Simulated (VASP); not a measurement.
The system is Ti.

```
Ti
1.0
    -1.64100    1.64100    1.64100
     1.64100   -1.64100    1.64100
     1.64100    1.64100   -1.64100
Ti
1
Direct
  0.00000 0.00000 0.00000
```

This isn't the form of Ti at room conditions, which is hcp.

| Item | Value |
| --- | --- |
| Program | VASP 6.6.1 |
| Task | relaxation of cell and atoms |
| Functional | PBEsol |
| Potentials or basis | VASP PAW PBE potentials, release 64 (Ti_sv) |
| Cutoff | 600 eV |
| k mesh | 8 × 8 × 8 |
| Occupations | gaussian, width 0.1 eV |
| Spin | no spin polarisation |

At the start: pressure -7.1 GPa; volume 17.68 Å³/atom.

Where does the relaxation end?

Over 3 steps the energy falls by 27.4 meV/atom and the volume is 16.51 Å³/atom (-6.6 %); space group Im-3m (No. 229, to 0.1 Å) before and after.

Step by step:
```
step  energy change (eV)  largest force (eV/Å)  pressure (GPa)  volume (Å³)
   1              0.0000                0.0000           -7.14        17.68
   2             -0.0138                0.0000            5.88        15.74
   3             -0.0274                0.0000            0.04        16.51
```

Final structure:
```cif
data_structure
_symmetry_space_group_name_H-M 'P 1'
_symmetry_Int_Tables_number 1
_cell_length_a 2.7781
_cell_length_b 2.7781
_cell_length_c 2.7781
_cell_angle_alpha 109.471
_cell_angle_beta 109.471
_cell_angle_gamma 109.471
_cell_volume 16.51
loop_
_atom_site_label
_atom_site_type_symbol
_atom_site_fract_x
_atom_site_fract_y
_atom_site_fract_z
_atom_site_occupancy
Ti1 Ti 0.00000 0.00000 0.00000 1
```

Caveat: the PAW data sets were made with another functional, which shifts forces and pressure a little.
